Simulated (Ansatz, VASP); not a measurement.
## AlN in VASP and in Ansatz

The input POSCAR:

```
AlN
1.0
   -3.1110021516      0.0000000000      0.0000000000
   -1.5555010758     -2.6942068945      0.0000000000
    0.0000000000      0.0000000000      9.8060000000
Al N
4 4
Direct
    0.3333333333      0.3333333333      0.9175744442
    0.3333333333      0.3333333333      0.4099260657
    0.6666666667      0.6666666667      0.1561018764
    0.6666666667      0.6666666667      0.6637502549
    0.3333333333      0.3333333333      0.0977223129
    0.3333333333      0.3333333333      0.6053706914
    0.6666666667      0.6666666667      0.3515465021
    0.6666666667      0.6666666667      0.8591948807
```

The input INCAR.step1:

```
SYSTEM = AlN
  ALGO = Normal
  EDIFF = 1E-4
  ENCUT = 520
  GGA = PE
  ISMEAR = 0
  LASPH = .True.
  LCHARG = .False.
  LREAL = .False.
  LWAVE = .True.
  NBANDS = 26
  NELM = 100
  PREC = Accurate
  SIGMA = 0.05
```

The input INCAR.step2:

```
SYSTEM = AlN
  ALGO = Normal
  EDIFF = 1E-7
  ENCUT = 520
  ISIF = 2
  ISMEAR = 0
  ISTART = 1
  LASPH = .True.
  LCHARG = .False.
  LMIXTAU = .True.
  LREAL = .False.
  LWAVE = .False.
  METAGGA = R2SCAN
  NBANDS = 26
  NELM = 100
  PREC = Accurate
  SIGMA = 0.05
```

Contents of KPOINTS:

```
k-points
0
Gamma
  8 8 3
  0 0 0
```

Input for Ansatz:

```yaml
crystal:
  lattice:
    - [-3.1110021516, 0.0, 0.0]
    - [-1.5555010758, -2.6942068945, 0.0]
    - [0.0, 0.0, 9.806]
  atoms:
    - { symbol: Al, position: [0.3333333333, 0.3333333333, 0.9175744442] }
    - { symbol: Al, position: [0.3333333333, 0.3333333333, 0.4099260657] }
    - { symbol: Al, position: [0.6666666667, 0.6666666667, 0.1561018764] }
    - { symbol: Al, position: [0.6666666667, 0.6666666667, 0.6637502549] }
    - { symbol: "N", position: [0.3333333333, 0.3333333333, 0.0977223129] }
    - { symbol: "N", position: [0.3333333333, 0.3333333333, 0.6053706914] }
    - { symbol: "N", position: [0.6666666667, 0.6666666667, 0.3515465021] }
    - { symbol: "N", position: [0.6666666667, 0.6666666667, 0.8591948807] }
basis:
  ecutwfc: 500
kpoints:
  mp_grid: { grid: [8, 8, 3] }
hamiltonian:
  xc: r2scan
scf:
  occupations: { method: gaussian, width: 0.05 }
output:
  forces: true
  stress: true
  eigenvalues: true
```

Alike in both runs: task single point; functional r2SCAN; k mesh 8 × 8 × 3; occupations gaussian, width 0.05 eV; no spin polarisation.

|  | VASP | Ansatz |
| --- | --- | --- |
| version | VASP 6.6.1 | Ansatz 0.2.0 |
| potentials or method | VASP PAW PBE potentials, release 64 (Al, N), cutoff 520 eV | scalar-relativistic, plane waves, PAW |
| valence electrons in the cell | 32 | 32 |

VASP gave:

```
gap on the k mesh at the Fermi level (eV)                     : 4.95
least direct gap on the mesh (eV)                             : 4.95
pressure (GPa)                                                : 2.8
traceless stress, the component that is largest in VASP (GPa) : 5.07
rms of the force components (eV/Å)                            : 0.714
```

What did Ansatz give for the same quantities?

gap on the k mesh at the Fermi level (eV): 4.90; least direct gap on the mesh (eV): 4.90; pressure (GPa): 3.2; traceless stress, the component that is largest in VASP (GPa): 4.99; rms of the force components (eV/Å): 0.709.

VASP's potentials were made for PBE, not for r2SCAN. Atom by atom the forces differ by 0.007 eV/Å (rms over components). The functional is the same, so the differences come from potentials, cutoffs and numerics.
